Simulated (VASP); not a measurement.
A run of VASP 6.6.1:

The input INCAR:

```
PREC = Accurate ; ENCUT = 600
EDIFF = 1E-6 ; ISMEAR = -1
SIGMA = 0.05 ; LREAL = F
LASPH = T ; NELM = 100
ALGO = Normal ; ISIF = 3
LWAVE = F ; LCHARG = F
IBRION = 2 ; NSW = 32
EDIFFG = -0.005 ; PSTRESS = 1500.0
```

KPOINTS

```
Automatic mesh
0
Gamma
  16 16 15
```

The input POSCAR:

```
I
1.0
    2.7071273850      0.0000000000      0.0000000000
   -1.3535636925      2.3444410866      0.0000000000
    0.0000000000      0.0000000000      2.5454163388
I
1
Direct
    0.0000000000      0.0000000000      0.0000000000
```

Potentials or basis: VASP PAW LDA potentials, release 64 (I).

Run with:

```sh
$ cat potpaw_LDA.64/I/POTCAR > POTCAR
$ mpirun -np 1 vasp_std > vasp.out
```

Hardware: 1 thread of Intel(R) Xeon(R) 6975P-C (Granite Rapids), on a shared host.

Question: Estimate the wall time of this run.

Answer: Wall time 17 s on 1 thread of Intel(R) Xeon(R) 6975P-C (Granite Rapids), on a shared host, peak memory 0.15 GiB. Counts: scf iterations 24, k points 240, ion steps 4.
